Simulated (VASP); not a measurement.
Here is a VASP 6.6.1 calculation.

File INCAR:

```
PREC = Accurate
ENCUT = 600
EDIFF = 1E-6
ISMEAR = 0
SIGMA = 0.02
LREAL = False
LASPH = True
NELM = 100
ALGO = Normal
ISIF = 3
LWAVE = False
LCHARG = False
GGA = PE
IBRION = 2
NSW = 100
EDIFFG = -0.01
```

File KPOINTS:

```
Automatic mesh
0
Gamma
  6 6 6
```

File POSCAR:

```
LiCl
1.0
    5.3916495094      3.1128702956      1.2348926980
   -5.3916495094      3.1128702956      1.2348926980
    0.0000000000     -6.2257405913      1.2348926980
Li Cl
3 3
Direct
    0.7990451475      0.1869221344      0.7990451475
    0.1869221344      0.7990451475      0.7990451475
    0.7990451475      0.7990451475      0.1869221344
    0.1927496356      0.1927496356      0.8294882994
    0.8294882994      0.1927496356      0.1927496356
    0.1927496356      0.8294882994      0.1927496356
```

Potentials or basis: VASP PAW PBE potentials, release 64 (Li_sv, Cl).

Launch:

```bash
$ cat potpaw_PBE.64/Li_sv/POTCAR potpaw_PBE.64/Cl/POTCAR > POTCAR
$ mpirun -np 1 vasp_std > vasp.out
```

(1) Estimate the band gap on the k mesh.

Answers

(1) 5.75 eV.

Caveat: the relaxation stopped at its first step, so nothing moved.
